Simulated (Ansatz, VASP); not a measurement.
Ge in VASP and in Ansatz

Contents of POSCAR:

```
Ge
1.0
    3.9976152111      0.0000000000      0.0000000000
   -1.9988076055      3.4620363274      0.0000000000
    0.0000000000      0.0000000000      6.7246759057
Ge
4
Direct
    0.3333333333      0.6666666667      0.0014442097
    0.6666666667      0.3333333333      0.5014442097
    0.3333333333      0.6666666667      0.3735557903
    0.6666666667      0.3333333333      0.8735557903
```

File INCAR.step1:

```
SYSTEM = Ge
ALGO = Normal
EDIFF = 1E-4
ENCUT = 520
GGA = PE
ISMEAR = -1
LASPH = .True.
LCHARG = .False.
LREAL = .False.
LWAVE = .True.
NBANDS = 36
NELM = 60
PREC = Accurate
SIGMA = 0.02
```

INCAR.step2

```
SYSTEM = Ge
ALGO = Normal
EDIFF = 1E-6
ENCUT = 520
ISIF = 2
ISMEAR = -1
ISTART = 1
LASPH = .True.
LCHARG = .True.
LELF = .True.
LMIXTAU = .True.
LREAL = .False.
LVHAR = .True.
LWAVE = .False.
METAGGA = R2SCAN
NBANDS = 36
NELM = 60
PREC = Accurate
SIGMA = 0.02
```

KPOINTS

```
k-points
0
Gamma
  12 12 4
  0 0 0
```

Input for Ansatz:

```yaml
crystal:
  lattice:
    - [3.9976152111, 0.0, 0.0]
    - [-1.9988076055, 3.4620363274, 0.0]
    - [0.0, 0.0, 6.7246759057]
  atoms:
    - { symbol: Ge, position: [0.3333333333, 0.6666666667, 0.0014442097] }
    - { symbol: Ge, position: [0.6666666667, 0.3333333333, 0.5014442097] }
    - { symbol: Ge, position: [0.3333333333, 0.6666666667, 0.3735557903] }
    - { symbol: Ge, position: [0.6666666667, 0.3333333333, 0.8735557903] }
kpoints:
  mp_grid: { grid: [12, 12, 4] }
  band_path:
    path:
      - [0.0, 0.0, 0.0]
      - [0.5, 0.0, 0.0]
      - [0.3333333333, 0.3333333333, 0.0]
      - [0.0, 0.0, 0.5]
      - [0.5, 0.0, 0.5]
      - [0.3333333333, 0.3333333333, 0.5]
      - [-0.020833, 0.010417, 0.0]
      - [0.0, 0.0, -0.084635]
    npoints: 1
hamiltonian:
  xc: r2scan
scf:
  occupations: { method: fermi_dirac, width: 0.02 }
  n_extra_bands: 5
output:
  forces: true
  stress: true
  eigenvalues: true
```

Change from the starting cell: uniaxial_z strain +2.0%.

Alike in both runs: task single point; functional r2SCAN; k mesh 12 × 12 × 4; occupations fermi-dirac, width 0.02 eV; no spin polarisation.

```csv
,VASP,Ansatz
version,VASP 6.6.1,Ansatz 0.2.0
potentials or method,"VASP PAW PBE potentials, release 64 (Ge_d)","plane waves, PAW"
plane-wave cutoff (eV),520,500
valence electrons in the cell,56,56
```

|  | VASP | Ansatz | Ansatz less VASP |
| --- | --- | --- | --- |
| pressure (GPa) | -1.3 | -1.3 | -0.03 |
| traceless stress, the component that is largest in VASP (GPa) | -1.78 | -1.76 | +0.016 |

VASP's potentials were made for PBE, not for r2SCAN. The functional is the same, so the differences come from potentials, cutoffs and numerics.
